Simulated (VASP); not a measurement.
The system is PbO2.

```xyz
3
Lattice="0.0000 2.6839 2.6839 2.6839 0.0000 2.6839 2.6839 2.6839 0.0000" Properties=species:S:1:pos:R:3 pbc="T T T"
Pb    0.0000    0.0000    0.0000
O     4.0258    4.0258    4.0258
O     1.3419    1.3419    1.3419
```

Base run:

* Program: VASP 6.6.1
* Functional: r2SCAN
* Potentials or basis: VASP PAW PBE potentials, release 64 (Pb_d, O_h)
* Cutoff: 910 eV
* k mesh: 9 × 9 × 9
* Occupations: fermi-dirac, width 0.05 eV
* Spin: no spin polarisation

Its results: band gap on the k mesh zero (bands 13 and 14 overlap by 1.22 eV); pressure -3.2 GPa.

Q: The run is repeated on the same cell with these changes: functional from r2SCAN to LDA; potentials or basis from VASP PAW PBE potentials, release 64 (Pb_d, O_h) to VASP PAW LDA potentials, release 64 (Pb_d, O); cutoff from 910 eV to 520 eV. What comes out?

A: Band gap on the k mesh zero (bands 13 and 14 overlap by 1.21 eV); pressure -7.2 GPa.

Caveats: the cell stands under tension; spin-orbit coupling is left out, which moves the levels of the heavy elements; the cutoff is under 1.25 times the usual one of these potentials, so pressure, stress and relaxed cells hold a basis-set (Pulay) error (at least some runs); the PAW data sets were made with another functional, which shifts forces and pressure a little (at least some runs).
